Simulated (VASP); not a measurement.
# CuW18Se36 (a cell with a defect) in VASP: notebook, part 2 of 2

VASP 6.6.1. The steps go on from the part before.

## 3. Single point, PBE, collinear spin

File INCAR:

```
ALGO = Normal
EDIFF = 1E-6
ENCUT = 520
GGA = PE
GGA_COMPAT = False
ISIF = 2
ISMEAR = -1
ISPIN = 2
LASPH = True
LCHARG = False
LMAXMIX = 4
LORBIT = 11
LREAL = Auto
LWAVE = False
MAGMOM = 0 0.01 0.06 0.01 0.01 0.03 0 0.06 0.12 0.04 0.02 0.03 0.02 0.01 0.06 0.04 0.02 0.02 0 0 0 0 0 0 0 0 0 0 0 0 0 0 0.01 0 0 0 0 0.01 0 0 0 0 0 0 0 0 0 0 0 0 0 0 0 0 0.03
NBANDS = 276
NCORE = 4
NELM = 200
NUPDOWN = 1.0
PREC = Accurate
SIGMA = 0.01
```

File KPOINTS:

```
k-points
0
Gamma
  1 1 1
```

File POSCAR:

```
CuW18Se36
1.0
    9.7497821400      0.0000000800      0.0000000000
   -4.8748911500      8.4435589800      0.0000000000
    0.0000000000      0.0000000000     12.8261208300
W Se Cu
18 36 1
Direct
    0.2226037618      0.1112860092      0.7462865138
    0.1114150543      0.2225117389      0.2530744910
    0.2225829060      0.4449971856      0.7462846426
    0.1101243045      0.5574391086      0.2545508532
    0.2229901197      0.7783371914      0.7471852267
    0.1101570610      0.8863244763      0.2545706565
    0.5575607454      0.1100643648      0.7448099177
    0.4450669324      0.2224859172      0.2531024807
    0.5562563004      0.4449526514      0.7463001578
    0.4450921944      0.5561927116      0.2530854841
    0.5575522891      0.7811656164      0.7447994703
    0.4446745542      0.8891298068      0.2521877069
    0.8864317235      0.1100695727      0.7447972872
    0.7784553688      0.2229186700      0.2521707883
    0.8892455011      0.4445647786      0.7471884233
    0.7812498807      0.5574057040      0.2545630158
    0.8892375473      0.7783460676      0.7471775860
    0.7784342472      0.8891302774      0.2521988560
    0.1091395029      0.2214091233      0.8761371539
    0.2225232882      0.1110768557      0.3833826350
    0.1111546389      0.2224175843      0.6159939630
    0.2215391765      0.1090536567      0.1232333627
    0.1118212832      0.5557597220      0.8778993391
    0.2225099888      0.4450815102      0.3833615062
    0.1111692866      0.5563946438      0.6160164172
    0.2215209351      0.4460889053      0.1232332847
    0.1118140311      0.8897635474      0.8778888917
    0.2236432559      0.7786073382      0.3849195767
    0.1111872434      0.8884826895      0.6160269426
    0.2218636503      0.7777548541      0.1220485929
    0.4461446549      0.2213828279      0.8761397268
    0.5565101227      0.1110889327      0.3833549571
    0.4451610777      0.2224038428      0.6160047223
    0.5558415389      0.1117265785      0.1214863029
    0.4461370366      0.5584380917      0.8761227302
    0.5565351358      0.4450614918      0.3833744485
    0.4451448536      0.5564038784      0.6160101019
    0.5585532398      0.4460629652      0.1232336745
    0.4458459710      0.8897538327      0.8773071881
    0.5564877474      0.7789875065      0.3833489537
    0.4440268981      0.8888511328      0.6144502383
    0.5558598199      0.7777072406      0.1214771809
    0.7778387235      0.2217555349      0.8773244966
    0.8886049799      0.1111165246      0.3833363232
    0.7787166052      0.2235471964      0.6144481332
    0.8898934904      0.1117361685      0.1214827165
    0.7777978811      0.5557494119      0.8779050306
    0.8889570886      0.4439255932      0.3849135733
    0.7790434474      0.5563465535      0.6160309188
    0.8898342747      0.4457244792      0.1220316743
    0.7778391505      0.8897633043      0.8773030559
    0.8889590591      0.7786106480      0.3849275292
    0.7787256556      0.8888679472      0.6144326180
    0.8898792080      0.7777528344      0.1220662912
    0.3338653850      0.3337879181     -0.0003115517
```

Potentials or basis: VASP PAW PBE potentials, release 64 (W_sv, Se, Cu).

Started as:

```console
$ cat potpaw_PBE.64/W_sv/POTCAR potpaw_PBE.64/Se/POTCAR potpaw_PBE.64/Cu/POTCAR > POTCAR
$ mpirun -np 4 vasp_gam > vasp.out
```

OUTCAR:

```text
EDIFF = 1E-6
   ENCUT = 520
   GGA = PE
   ISIF = 2
   ISMEAR = -1
   ISPIN = 2
   LASPH = True
   LORBIT = 11
   LREAL = Auto
   NELM = 200
   NUPDOWN = 1.0
   PREC = Accurate

 ion  position               nearest neighbor table
   1  0.223  0.111  0.746-  33 2.51  21 2.51  29 2.52  31 2.52  19 2.52  27 2.52   5 3.25  17 3.25
                             9 3.25   3 3.25  13 3.27   7 3.27
   2  0.111  0.223  0.253-  24 2.51  20 2.51  44 2.52  26 2.52  22 2.52  46 2.52  14 3.25  18 3.25
                             8 3.25  10 3.25   6 3.27   4 3.27
   3  0.223  0.445  0.746-  37 2.51  21 2.51  25 2.52  35 2.52  19 2.52  23 2.52  15 3.25   5 3.25
                             9 3.25   1 3.25  13 3.27  11 3.27
   4  0.110  0.557  0.255-  48 2.51  28 2.51  24 2.52  50 2.52  30 2.52  26 2.52  16 3.21   6 3.21
                            14 3.25  12 3.25   2 3.27  10 3.27
   5  0.223  0.778  0.747-  39 2.52  29 2.52  25 2.52  23 2.52  27 2.52  41 2.53   3 3.25   1 3.25
                            11 3.25   7 3.25  17 3.25  15 3.25
   6  0.110  0.886  0.255-  28 2.51  52 2.51  20 2.52  54 2.52  30 2.52  22 2.52   4 3.21  16 3.21
                            12 3.25  18 3.25   8 3.27   2 3.27
   7  0.558  0.110  0.745-  45 2.51  41 2.51  33 2.52  43 2.52  39 2.52  31 2.52  13 3.21  11 3.21
                            15 3.25   5 3.25   9 3.27   1 3.27
   8  0.445  0.222  0.253-  20 2.51  36 2.51  32 2.52  22 2.52  38 2.52  34 2.52  12 3.25  14 3.25
                             2 3.25  10 3.25   6 3.27  16 3.27
   9  0.556  0.445  0.746-  33 2.51  37 2.51  49 2.52  31 2.52  35 2.52  47 2.52  15 3.25  17 3.25
[... 40 lines left out ...]
  40  0.556  0.779  0.383-  10 2.52  18 2.52  12 2.52
  41  0.444  0.889  0.614-  11 2.51   7 2.51   5 2.53
  42  0.556  0.778  0.121-  18 2.52  12 2.52  10 2.52
  43  0.778  0.222  0.877-  15 2.52   7 2.52  13 2.52
  44  0.889  0.111  0.383-   2 2.52  18 2.52  14 2.52
[... 8 lines left out ...]
  53  0.779  0.889  0.614-  11 2.51  13 2.51  17 2.53
  54  0.890  0.778  0.122-  18 2.52   6 2.52  16 2.52
  55  0.334  0.334  1.000-  26 2.47  35 2.47  38 2.47  31 2.47  19 2.47  22 2.47

  LATTYP: Found a hexagonal cell.
 ALAT       =     9.7497821400
 C/A-ratio  =     1.3155289673

  Lattice vectors:

 A1 = (   9.7497821400,   0.0000000800,   0.0000000000)
 A2 = (  -4.8748911500,   8.4435589800,   0.0000000000)
 A3 = (   0.0000000000,   0.0000000000,  12.8261208300)

Analysis of symmetry for initial positions (statically):
=====================================================================
 Subroutine PRICEL returns:
 Original cell was already a primitive cell.

 Routine SETGRP: Setting up the symmetry group for a
 hexagonal supercell.

 Subroutine GETGRP returns: Found  1 space group operations
 (whereof  1 operations were pure point group operations)
 out of a pool of 24 trial point group operations.

The static configuration has the point symmetry C_1 .

Analysis of symmetry for dynamics (positions and initial velocities):
=====================================================================
 Subroutine PRICEL returns:
 Original cell was already a primitive cell.

 Routine SETGRP: Setting up the symmetry group for a
 hexagonal supercell.

 Subroutine GETGRP returns: Found  1 space group operations
 (whereof  1 operations were pure point group operations)
 out of a pool of 24 trial point group operations.

The dynamic configuration has the point symmetry C_1 .

Analysis of structural, dynamic, and magnetic symmetry:
=====================================================================
 Subroutine PRICEL returns:
 Original cell was already a primitive cell.
[... 206 lines left out ...]
   EFERMI_NEDOS =   21; number of points for ismear=-14 and -15
   IALGO  =     38    algorithm
   IMIX   =      4    mixing-type and parameters
     AMIX     =   0.40;   BMIX     =  1.00
     AMIX_MAG =   1.60;   BMIX_MAG =  1.00
  volume/ion in A,a.u.               =      19.20       129.55
  Fermi-wavevector in a.u.,A,eV,Ry     =   1.257906  2.377097 21.528861  1.582327
  Thomas-Fermi vector in A             =   2.391542
   LORBIT       =     11    0 simple, 1 ext, 2 COOP (PROOUT), +10 PAW based schemes
   GGA     = PE    functional components
   LHFCALC =     F    Hartree Fock is set to
   AEXX    =    0.0000 exact exchange contribution
   IVDW    =     0    specifies the selected vdW correction
   LEPSILON=     F    determine dielectric tensor
   LRPA    =     F    only Hartree local field effects (RPA)
 spin polarized calculation
  energy-cutoff  :      520.00
  volume of cell :     1055.88
 maximum number of plane-waves:     14202
 NGX is ok and might be reduce to    80
   NGX = 37   NGY = 37   NGZ = 47

 number of electron     479.0000027 magnetization       0.9997296

 Free energy of the ion-electron system (eV)
  ---------------------------------------------------
  ext. energy  EPLUGINS =         0.00000000
  ---------------------------------------------------
  free energy    TOTEN  =      -386.69410144 eV

  energy without entropy =     -386.69410144  energy(sigma->0) =     -386.69410144

 E-fermi :   7.0787     XC(G=0): -11.0395

 val. band max:        7.8798627479   @ k =   0.0000   0.0000   0.0000
 cond. band min:       7.9660328898   @ k =   0.0000   0.0000   0.0000
 fundamental gap:      0.0861701418
 Fermi energy:         8.0981989456

 spin component 1

 k-point     1 :       0.0000    0.0000    0.0000
  band No.  band energies     occupation
      1     -67.3006      1.00000
      2     -67.3006      1.00000
      3     -67.2947      1.00000
      4     -67.2947      1.00000
      5     -67.2947      1.00000
      6     -67.2946      1.00000
[... 243 lines left out ...]
    250       8.5272      0.00000
    251       8.5756      0.00000
 Fermi energy:         7.0787013114

 spin component 2

 k-point     1 :       0.0000    0.0000    0.0000
  band No.  band energies     occupation
      1     -67.2954      1.00000
      2     -67.2954      1.00000
      3     -67.2903      1.00000
      4     -67.2903      1.00000
      5     -67.2903      1.00000
      6     -67.2903      1.00000
[... 243 lines left out ...]
    250       8.5468      0.00000
    251       8.5870      0.00000
 [bands above 251 left out]

------------------------ aborting loop because EDIFF is reached ----------------------------------------

  FORCE on cell =-STRESS in cart. coord.  units (eV):
  Direction    XX          YY          ZZ          XY          YZ          ZX
  --------------------------------------------------------------------------------------
  -------------------------------------------------------------------------------------
  Total       59.4611665     59.4528304     52.6628450      0.0198222     -0.0201623      0.0138858
  in kB       90.2252773     90.2126282     79.9096296      0.0300778     -0.0305939      0.0210701
  external PRESSURE =      86.7825117 kB  Pullay stress =       0.0000000 kB

 VOLUME and BASIS-vectors are now :
 -----------------------------------------------------------------------------
  energy-cutoff  :      520.00
  volume of cell :     1055.88
      direct lattice vectors                 reciprocal lattice vectors
     9.749782140  0.000000080  0.000000000     0.102566394  0.059216736  0.000000000
    -4.874891150  8.443558980  0.000000000    -0.000000001  0.118433471  0.000000000
     0.000000000  0.000000000 12.826120830     0.000000000  0.000000000  0.077965896

 POSITION                                       TOTAL-FORCE (eV/Angst)
 -----------------------------------------------------------------------------------
      1.62783      0.93965      9.57196        -0.003177      0.000717      0.001241
      0.00155      1.87879      3.24596         0.000385     -0.000729      0.000921
      0.00082      3.75736      9.57194        -0.000598     -0.003306      0.000608
     -1.64377      4.70677      3.26490         0.002284     -0.000827     -0.005006
     -1.62020      6.57194      9.58349         0.000818      0.000324      0.004826
     -3.24673      7.48373      3.26515        -0.000217      0.001491     -0.006015
[... 47 lines left out ...]
      4.88467      6.56700      1.56564        -0.001731     -0.002041     -0.049285
      1.62793      2.81836     12.82212         0.000245     -0.000489      0.000073
 -----------------------------------------------------------------------------------
    total drift:                                0.009026      0.015962     -0.015562

  FREE ENERGIE OF THE ION-ELECTRON SYSTEM (eV)
  ---------------------------------------------------
  free  energy   TOTEN  =      -386.6941014403 eV

  energy  without entropy=     -386.6941014401  energy(sigma->0) =     -386.69410144

 total charge

# of ion       s       p       d       tot
------------------------------------------
    1        2.306   6.285   3.450  12.041
    2        2.306   6.285   3.450  12.041
    3        2.306   6.285   3.450  12.041
    4        2.305   6.284   3.455  12.044
    5        2.305   6.285   3.442  12.031
    6        2.305   6.284   3.455  12.044
[... 47 lines left out ...]
   54        1.475   2.370   0.073   3.919
   55        0.438   0.309   9.301  10.048
--------------------------------------------------
tot         94.992 198.885  74.122 367.999

 magnetization (x)

# of ion       s       p       d       tot
------------------------------------------
    1        0.000   0.000   0.031   0.031
    2        0.000   0.000   0.031   0.031
    3        0.000   0.000   0.030   0.031
    4        0.001   0.001   0.055   0.057
    5        0.000  -0.000   0.008   0.008
    6        0.001   0.001   0.055   0.057
[... 47 lines left out ...]
   54       -0.000  -0.001   0.001  -0.000
   55        0.084   0.003  -0.006   0.082
--------------------------------------------------
tot          0.120   0.007   0.601   0.728
```

It took 10 min on 4 MPI ranks of AMD EPYC 7R43 (Zen 3), shared host; peak memory 0.49 GiB.

What came out:

* Free energy: -386.6941 eV
* Pressure: 8.7 GPa
* Largest force: 0.060 eV/Å
* Net moment: 1.00 μB per cell
* Site moments: W +0.03, +0.06, +0.01 (each value once); Se +0.01, -0.00, +0.00 (each value once); Cu +0.08 μB
* Valence electrons inside the program's atomic spheres: W 12.04, 12.03 (each value once); Se 3.94, 3.92 (each value once); Cu 10.05

Forces in eV/Å, atoms in the order of the input:
```
W   -0.003  0.001  0.001
W    0.000 -0.001  0.001
W   -0.001 -0.003  0.001
W    0.002 -0.001 -0.005
W    0.001  0.000  0.005
W    0.000  0.001 -0.006
W   -0.004 -0.003  0.006
W    0.003  0.002 -0.003
W    0.000  0.002 -0.001
W    0.001 -0.002  0.000
W   -0.003  0.001  0.005
W    0.002 -0.001 -0.004
W   -0.002 -0.006  0.007
W   -0.001 -0.001 -0.003
W   -0.005  0.002  0.005
W    0.002  0.005 -0.006
W   -0.001 -0.002  0.006
W    0.000  0.001 -0.006
Se  -0.003  0.002  0.036
Se  -0.002 -0.004  0.049
Se  -0.001  0.001 -0.050
Se   0.004 -0.002 -0.038
Se   0.004 -0.002  0.051
Se  -0.002  0.006  0.044
Se   0.000  0.004 -0.044
Se  -0.004  0.015 -0.037
Se   0.002  0.002  0.051
Se   0.009 -0.004  0.051
Se  -0.001 -0.001 -0.053
Se   0.003 -0.001 -0.056
Se   0.014  0.002  0.037
Se   0.001 -0.002  0.042
Se   0.006  0.004 -0.048
Se  -0.003 -0.002 -0.055
Se   0.005  0.017  0.039
Se   0.003  0.001  0.046
Se   0.001  0.008 -0.046
Se   0.011  0.011 -0.035
Se   0.003 -0.002  0.057
Se  -0.004 -0.003  0.044
Se  -0.006 -0.011 -0.051
Se  -0.007 -0.004 -0.050
Se  -0.003  0.002  0.060
Se   0.001 -0.002  0.048
Se  -0.011  0.010 -0.053
Se  -0.001 -0.001 -0.050
Se   0.001 -0.004  0.056
Se  -0.006 -0.011  0.050
Se   0.003 -0.004 -0.044
Se  -0.001  0.002 -0.056
Se  -0.001 -0.003  0.051
Se   0.000 -0.009  0.052
Se  -0.005 -0.007 -0.050
Se  -0.002 -0.002 -0.049
Cu   0.000  0.000  0.000
```

Caveat: the k points lie up to 0.74 Å⁻¹ apart; spin-orbit coupling is left out, which moves the levels of the heavy elements; the total moment is fixed, so each spin has its own Fermi level.
